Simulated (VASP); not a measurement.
# HfC in VASP: a series of runs

HfC is run at these levels: PBE; tasks: single point.

Everything below comes from runs of VASP 6.6.1. Logs are shortened: lines on timing, memory, paths and dates and some standing lists are left out, and cuts for length are marked.

## 1. The cell of the first run

The typed cell holds 6 atoms: a = 3.290 Å, b = 4.649 Å, c = 5.697 Å, α = 114.08°, β = 106.78°, γ = 90.00°.

## 2. Single point, PBE

INCAR

```
PREC = Accurate
ENCUT = 520
EDIFF = 1E-7
ISMEAR = 0
SIGMA = 0.1
LREAL = F
LASPH = T
NELM = 80
ALGO = Normal
ISIF = 2
LWAVE = F
LCHARG = F
GGA = PE
NBANDS = 30
```

KPOINTS

```
regular mesh
0
Gamma
  10 10 10
```

POSCAR

```
HfC
1.0
    0.0000000000      2.3260580411     -2.3260580411
    4.6489686083      0.0000000000      0.0000000000
   -2.3244843042     -4.6520312870     -2.3259732459
Hf C
3 3
Direct
    1.0000000000      0.0000000000      1.0000000000
    0.3333333333      0.3333333333      0.6666666667
    0.6666666667      0.6666666667      0.3333333333
    0.0000000000      0.5000000000      0.0000000000
    0.3333333333      0.8333333333      0.6666666667
    0.6666666667      0.1666666667      0.3333333333
```

Potentials or basis: VASP PAW PBE potentials, release 64 (Hf_pv, C).

On the command line:

```sh
$ cat potpaw_PBE.64/Hf_pv/POTCAR potpaw_PBE.64/C/POTCAR > POTCAR
$ mpirun -np 1 vasp_std > vasp.out
```

OUTCAR:

```text
PREC = Accurate
   ENCUT = 520
   EDIFF = 1E-7
   ISMEAR = 0
   LREAL = F
   LASPH = T
   NELM = 80
   ISIF = 2
   GGA = PE

 ion  position               nearest neighbor table
   1  0.000  0.000  0.000-   4 2.32   4 2.32   6 2.33   5 2.33   6 2.33   5 2.33   3 3.29   2 3.29
                             2 3.29   3 3.29   2 3.29   3 3.29   3 3.29   2 3.29   3 3.29   2 3.29
   2  0.333  0.333  0.667-   5 2.32   5 2.32   4 2.33   6 2.33   4 2.33   6 2.33   3 3.29   1 3.29
                             1 3.29   1 3.29   3 3.29   1 3.29   3 3.29   3 3.29   3 3.29   1 3.29
   3  0.667  0.667  0.333-   6 2.32   6 2.32   4 2.33   5 2.33   4 2.33   5 2.33   2 3.29   1 3.29
                             1 3.29   1 3.29   2 3.29   1 3.29   2 3.29   2 3.29   2 3.29   1 3.29
   4  0.000  0.500  0.000-   1 2.32   1 2.32   3 2.33   2 2.33   3 2.33   2 2.33
   5  0.333  0.833  0.667-   2 2.32   2 2.32   1 2.33   3 2.33   1 2.33   3 2.33
   6  0.667  0.167  0.333-   3 2.32   3 2.32   1 2.33   2 2.33   1 2.33   2 2.33

  LATTYP: Found a body centered orthorhombic cell.
 ALAT       =     3.2895428286
 B/A-ratio  =     1.4132567504
 C/A-ratio  =     2.9999270911

  Lattice vectors:

 A1 = (   2.3244843042,   4.6520312870,   2.3259732459)
 A2 = (  -2.3244843041,   2.3259732459,   4.6520312870)
 A3 = (   2.3244843041,  -4.6520312870,  -2.3259732459)

Analysis of symmetry for initial positions (statically):
=====================================================================
 Subroutine PRICEL returns following result:

  LATTYP: Found a body centered orthorhombic cell.
 ALAT       =     3.2894628831
 B/A-ratio  =     1.0000243034
 C/A-ratio  =     1.4132910975

  Lattice vectors:

 A1 = (   2.3244843039,   2.3260297758,  -0.0000282651)
 A2 = (   2.3244843044,  -2.3260297758,   0.0000282651)
 A3 = (  -2.3244843046,   0.0000282646,  -2.3260297760)

   3 primitive cells build up your supercell.

 Routine SETGRP: Setting up the symmetry group for a
 body centered orthorhombic supercell.

 Subroutine GETGRP returns: Found  8 space group operations
 (whereof  8 operations were pure point group operations)
 out of a pool of  8 trial point group operations.

The static configuration has the point symmetry D_2h.

Analysis of symmetry for dynamics (positions and initial velocities):
=====================================================================
 Subroutine PRICEL returns following result:

  LATTYP: Found a body centered orthorhombic cell.
 ALAT       =     3.2894628831
 B/A-ratio  =     1.0000243034
 C/A-ratio  =     1.4132910975

  Lattice vectors:

 A1 = (   2.3244843039,   2.3260297758,  -0.0000282651)
 A2 = (   2.3244843044,  -2.3260297758,   0.0000282651)
 A3 = (  -2.3244843046,   0.0000282646,  -2.3260297760)

   3 primitive cells build up your supercell.

 Routine SETGRP: Setting up the symmetry group for a
 body centered orthorhombic supercell.

 Subroutine GETGRP returns: Found  8 space group operations
 (whereof  8 operations were pure point group operations)
 out of a pool of  8 trial point group operations.

The dynamic configuration has the point symmetry D_2h.

 Subroutine INISYM returns: Found  8 space group operations
 (whereof  8 operations are pure point group operations),
 and found     3 'primitive' translations

----------------------------------------------------------------------------------------

                                     Primitive cell

  volume of cell :      25.1528

  direct lattice vectors                    reciprocal lattice vectors
     2.324484304  2.326029776 -0.000028265     0.215101474  0.214955943 -0.214955943
     2.324484304 -2.326029776  0.000028265     0.215101474 -0.214961167 -0.214961167
    -2.324484305  0.000028265 -2.326029776     0.000000000 -0.000005224 -0.429917110

  length of vectors
     3.288410223  3.288410224  3.288410224     0.372398656  0.372404687  0.429917110

  position of ions in fractional coordinates (direct lattice)
     0.000000000  0.000000000  0.000000000
     0.500000000  0.500000000  1.000000000

  ion indices of the primitive-cell ions
   primitive index   ion index
                 1           1
                 2           6

----------------------------------------------------------------------------------------

 KPOINTS: regular mesh

Automatic generation of k-mesh.
 Grid dimensions read from file:
 generate k-points for:   10   10   10

 Generating k-lattice:

  Cartesian coordinates                     Fractional coordinates (reciprocal lattice)
     0.000000000  0.014330222 -0.028660967     0.100000000  0.000000000  0.000000000
     0.021510147 -0.007165372 -0.007165372     0.000000000  0.100000000  0.000000000
     0.000000000 -0.014330744 -0.014330744     0.000000000  0.000000000  0.100000000

  Length of vectors
     0.032043818  0.023777543  0.020266733

  Shift w.r.t. Gamma in fractional coordinates (k-lattice)
     0.000000000  0.000000000  0.000000000

 Subroutine IBZKPT returns following result:
 ===========================================

 Found    171 irreducible k-points:

 Following reciprocal coordinates:
            Coordinates               Weight
  0.000000  0.000000  0.000000      1.000000
  0.100000  0.000000  0.000000      4.000000
  0.200000  0.000000  0.000000      4.000000
  0.300000  0.000000  0.000000      4.000000
  0.400000  0.000000  0.000000      4.000000
  0.500000  0.000000  0.000000      2.000000
[... 16 lines left out ...]
 -0.400000  0.200000  0.000000      8.000000
 -0.300000  0.200000  0.000000      8.000000
 [... further k-points ...]
   k-points           NKPTS =    171   k-points in BZ     NKDIM =    171   number of bands    NBANDS=     30
   number of dos      NEDOS =    301   number of ions     NIONS =      6
   total plane-waves  NPLWV =  36288
   dimension x,y,z NGX =    24 NGY =   36 NGZ =   42
   dimension x,y,z NGXF=    48 NGYF=   72 NGZF=   84
   ions per type =               3   3
   NGX,Y,Z   is equivalent  to a cutoff of  12.13, 12.87, 12.26 a.u.
   NGXF,Y,Z  is equivalent  to a cutoff of  24.26, 25.75, 24.51 a.u.
 SYSTEM =  unknown system
   PREC   = accura    normal or accurate (medium, high low for compatibility)
   ISTART =      0    job   : 0-new  1-cont  2-samecut
   ICHARG =      2    charge: 1-file 2-atom 10-const
   ISPIN  =      1    spin polarized calculation?
   LNONCOLLINEAR =      F non collinear calculations
   LSORBIT =      F    spin-orbit coupling
   LASPH  =      T    aspherical Exc in radial PAW
   ENCUT  =  520.0 eV  38.22 Ry    6.18 a.u.   6.12  8.64 10.59*2*pi/ulx,y,z
   NELM   =     80;   NELMIN=  2; NELMDL= -5     # of ELM steps
   EDIFF  = 0.1E-06   stopping-criterion for ELM
   LREAL  =      F    real-space projection
   EDIFFG = 0.1E-05   stopping-criterion for IOM
   NSW    =      0    number of steps for IOM
   IBRION =     -1    ionic relax: 0-MD 1-quasi-New 2-CG
   NFREE  =      0    steps in history (QN), initial steepest desc. (CG)
   ISIF   =      2    stress and relaxation
   ISYM   =      2    0-nonsym 1-usesym 2-fastsym
   POTIM  = 0.5000    time-step for ionic-motion
   TEBEG  =    0.0;   TEEND  =   0.0 temperature during run
   PSTRESS=    0.0 pullay stress
   NELECT =      42.0000    total number of electrons
   NUPDOWN=      -1.0000    fix difference up-down
   EMIN   =  10.00;   EMAX   =-10.00  energy-range for DOS
   EFERMI =   0.00;   METHOD = LEGACY
   ISMEAR =     0;   SIGMA  =   0.10  broadening in eV -4-tet -1-fermi 0-gaus
   EFERMI_NEDOS =   21; number of points for ismear=-14 and -15
   IALGO  =     38    algorithm
   IMIX   =      4    mixing-type and parameters
     AMIX     =   0.40;   BMIX     =  1.00
     AMIX_MAG =   1.60;   BMIX_MAG =  1.00
  volume/ion in A,a.u.               =      12.58        84.87
  Fermi-wavevector in a.u.,A,eV,Ry     =   1.346651  2.544802 24.673750  1.813469
  Thomas-Fermi vector in A             =   2.474466
   LORBIT       =      0    0 simple, 1 ext, 2 COOP (PROOUT), +10 PAW based schemes
   GGA     = PE    functional components
   LHFCALC =     F    Hartree Fock is set to
   AEXX    =    0.0000 exact exchange contribution
   IVDW    =     0    specifies the selected vdW correction
   LEPSILON=     F    determine dielectric tensor
   LRPA    =     F    only Hartree local field effects (RPA)
 non-spin polarized calculation
 Gauss-broadening in eV      SIGMA  =   0.10
  energy-cutoff  :      520.00
  volume of cell :       75.46
 maximum number of plane-waves:      2056
   NGX = 13   NGY = 17   NGZ = 21

 number of electron      42.0000000 magnetization

 Free energy of the ion-electron system (eV)
  ---------------------------------------------------
  ext. energy  EPLUGINS =         0.00000000
  ---------------------------------------------------
  free energy    TOTEN  =       -63.13785004 eV

  energy without entropy =      -63.13365404  energy(sigma->0) =      -63.13575204

 E-fermi :   5.9521     XC(G=0): -12.2820

 val. band max:        5.9343030417   @ k =   0.4000   0.0000   0.1000
 cond. band min:       5.9531877034   @ k =   0.0000   0.4000   0.2000
 fundamental gap:      0.0188846617
 Fermi energy:         5.9521314170

 k-point     1 :       0.0000    0.0000    0.0000
  band No.  band energies     occupation
      1     -24.0726      2.00000
      2     -24.0726      2.00000
      3     -24.0476      2.00000
      4     -24.0476      2.00000
      5     -23.7666      2.00000
      6     -23.7666      2.00000
[... 22 lines left out ...]
     29      11.0863      0.00000
     30      11.0863      0.00000

 k-point     2 :       0.1000    0.0000    0.0000
  band No.  band energies     occupation
      1     -24.0917      2.00000
      2     -24.0648      2.00000
      3     -24.0471      2.00000
      4     -24.0085      2.00000
      5     -23.8042      2.00000
      6     -23.7755      2.00000
[... 22 lines left out ...]
     29      10.4961      0.00000
     30      10.6386      0.00000

 k-point     3 :       0.2000    0.0000    0.0000
  band No.  band energies     occupation
      1     -24.1137      2.00000
      2     -24.0547      2.00000
      3     -24.0298      2.00000
      4     -23.9574      2.00000
      5     -23.8601      2.00000
      6     -23.8140      2.00000
[... 22 lines left out ...]
     29      10.7146      0.00000
     30      12.1304      0.00000

 k-point     4 :       0.3000    0.0000    0.0000
  band No.  band energies     occupation
      1     -24.1527      2.00000
      2     -24.0648      2.00000
      3     -24.0173      2.00000
      4     -23.9273      2.00000
      5     -23.9071      2.00000
      6     -23.8612      2.00000
[... 22 lines left out ...]
     29      11.7413      0.00000
     30      12.4166      0.00000

 k-point     5 :       0.4000    0.0000    0.0000
  band No.  band energies     occupation
      1     -24.1975      2.00000
      2     -24.1141      2.00000
      3     -24.0489      2.00000
      4     -23.9574      2.00000
      5     -23.8705      2.00000
      6     -23.8561      2.00000
[... 22 lines left out ...]
     29      12.0025      0.00000
     30      12.4459      0.00000
[... 526 lines left out ...]
     29      12.0862      0.00000
     30      12.2814      0.00000

 k-point    22 :       0.5000    0.2000    0.0000
  band No.  band energies     occupation
      1     -24.1880      2.00000
      2     -24.1771      2.00000
      3     -24.1614      2.00000
      4     -23.9033      2.00000
      5     -23.8650      2.00000
      6     -23.8468      2.00000
[... 22 lines left out ...]
     29      12.1397      0.00000
     30      12.2896      0.00000

 k-point    23 :      -0.4000    0.2000    0.0000
  band No.  band energies     occupation
      1     -24.1511      2.00000
      2     -24.1380      2.00000
      3     -24.1267      2.00000
      4     -23.9620      2.00000
      5     -23.9603      2.00000
      6     -23.8195      2.00000
[... 22 lines left out ...]
     29      12.2235      0.00000
     30      12.3163      0.00000

 k-point    24 :      -0.3000    0.2000    0.0000
  band No.  band energies     occupation
      1     -24.1130      2.00000
      2     -24.0655      2.00000
      3     -24.0470      2.00000
      4     -24.0098      2.00000
      5     -24.0002      2.00000
      6     -23.8031      2.00000
[... 22 lines left out ...]
     29      12.2678      0.00000
     30      12.3304      0.00000

 [... further k-points ...]
[... 5 lines left out ...]
  --------------------------------------------------------------------------------------
  -------------------------------------------------------------------------------------
  Total       -0.2823251     -0.2935193     -0.2935193     -0.0000000      0.0019932     -0.0000000
  in kB       -5.9944819     -6.2321625     -6.2321625     -0.0000000      0.0423199     -0.0000000
  external PRESSURE =      -6.1529356 kB  Pullay stress =       0.0000000 kB

 VOLUME and BASIS-vectors are now :
 -----------------------------------------------------------------------------
  energy-cutoff  :      520.00
  volume of cell :       75.46
      direct lattice vectors                 reciprocal lattice vectors
     0.000000000  2.326058041 -2.326058041     0.000000000  0.143302221 -0.286609666
     4.648968608  0.000000000  0.000000000     0.215101474 -0.071653722 -0.071653722
    -2.324484304 -4.652031287 -2.325973246     0.000000000 -0.143307445 -0.143307445

 POSITION                                       TOTAL-FORCE (eV/Angst)
 -----------------------------------------------------------------------------------
      0.00000      0.00000      0.00000         0.000000      0.000000     -0.000000
     -0.00000     -2.32600     -2.32600         0.000000      0.000000     -0.000000
      2.32448      0.00003     -2.32603        -0.000000      0.000000      0.000000
      2.32448      0.00000      0.00000        -0.000000     -0.000000     -0.000000
      2.32448     -2.32600     -2.32600         0.000000     -0.000000      0.000000
      0.00000      0.00003     -2.32603        -0.000000      0.000000      0.000000
 -----------------------------------------------------------------------------------
    total drift:                               -0.000000     -0.000000     -0.000000

  FREE ENERGIE OF THE ION-ELECTRON SYSTEM (eV)
  ---------------------------------------------------
  free  energy   TOTEN  =       -63.1378500399 eV

  energy  without entropy=      -63.1336540379  energy(sigma->0) =      -63.13575204
```

Wall time 2.2 min (1 thread of Intel Xeon 6975P-C (Granite Rapids), shared host); peak memory 0.41 GiB.

What came out:

| Quantity | Value |
| --- | --- |
| Free energy | -63.1379 eV |
| Pressure | -0.6 GPa |
| Band gap on the k mesh | zero (band 21 reaches 6.95 eV, above the bottom of band 22 at 5.54 eV) |

Caveat: spin-orbit coupling is left out, which moves the levels of the heavy elements.

## 3. Single point, PBE

This run uses another cell than the first one: it holds 2 atoms, not 6.

INCAR

```
ALGO     = Normal         # electronic algorithm
EDIFF    = 1E-6           # SCF threshold, eV
ENCUT    = 600            # plane-wave cutoff, eV
GGA      = PE             # functional
GGA_COMPAT= False        
ISIF     = 2              # what is computed and relaxed
ISMEAR   = 0              # smearing method
LASPH    = True           # aspherical terms in the spheres
LCHARG   = False          # write CHGCAR
LREAL    = False          # projectors in reciprocal space
LWAVE    = False          # write WAVECAR
NBANDS   = 14             # bands
NELM     = 120            # most SCF steps
PREC     = Accurate       # precision mode
SIGMA    = 0.1            # smearing width, eV
```

KPOINTS

```
k-points
0
Gamma
  6 6 6
```

POSCAR

```
HfC
1.0
    0.0000000000      2.3171388429      2.3171388429
    2.3171388429      0.0000000000      2.3171388429
    2.3171388429      2.3171388429      0.0000000000
Hf C
1 1
Direct
    0.0000000000      0.0000000000      0.0000000000
    0.5000000000      0.5000000000      0.5000000000
```

Potentials or basis: VASP PAW PBE potentials, release 64 (Hf_pv, C).

On the command line:

```sh
$ cat potpaw_PBE.64/Hf_pv/POTCAR potpaw_PBE.64/C/POTCAR > POTCAR
$ mpirun -np 1 vasp_std > vasp.out
```

It took 4.2 s on 1 thread of Intel Xeon 6975P-C (Granite Rapids), shared host; peak memory 0.15 GiB.

The run converged. Its results:

| Quantity | Value |
| --- | --- |
| Free energy | -21.0332 eV |
| Pressure | 2.0 GPa |
| Band gap on the k mesh | zero (band 7 reaches 7.05 eV, above the bottom of band 8 at 5.68 eV) |

Levels at points of the mesh, in eV from the Fermi level:
```csv
k point,band 5,band 6,band 7,band 8,band 9,band 10
"(0.00, 0.00, 0.00)",1.16,1.16,1.16,1.53,1.53,1.53
"(0.50, 0.00, 0.00)",-6.04,-2.87,-2.87,5.51,5.51,5.99
"(0.50, 0.50, 0.00)",-2.43,-1.67,0.06,0.06,5.51,6.95
```

Caveat: the k points lie up to 0.39 Å⁻¹ apart; spin-orbit coupling is left out, which moves the levels of the heavy elements.
